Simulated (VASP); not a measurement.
A run of VASP 6.6.1 is set up as follows.

The input INCAR:

```
ALGO = Fast
EDIFF = 1E-6
ENCUT = 520
GGA = PE
ISIF = 2
ISMEAR = 0
IVDW = 12
LASPH = True
LCHARG = False
LREAL = False
LWAVE = False
NBANDS = 14
NELM = 80
PREC = Accurate
SIGMA = 0.15
```

File KPOINTS:

```
k-points
0
Gamma
  18 18 6
```

The input POSCAR:

```
Al
1.0
    2.8316395073      0.0000000000      0.0000000000
   -1.4158197537      2.4522717477      0.0000000000
    0.0000000000      0.0000000000      8.5812835269
Al
4
Direct
    0.0000000000      0.0000000000      0.0000000000
    0.3333333333      0.6666666667      0.2500000000
    0.0000000000      0.0000000000      0.5000000000
    0.6666666667      0.3333333333      0.7500000000
```

Potentials or basis: VASP PAW PBE potentials, release 64 (Al).

Launch:

```bash
$ cat potpaw_PBE.64/Al/POTCAR > POTCAR
$ mpirun -np 1 vasp_std > vasp.out
```

**Question.** Predict the dispersion energy per atom.

**Answer.** -0.374 eV.

**Question.** Estimate the pressure.

**Answer.** 6.9 GPa.

Stress tensor (GPa, compression positive):
```
 3.98  0.00  0.00
 0.00  3.98  0.00
 0.00  0.00 12.64
```

Caveat: the cell stands under pressure.
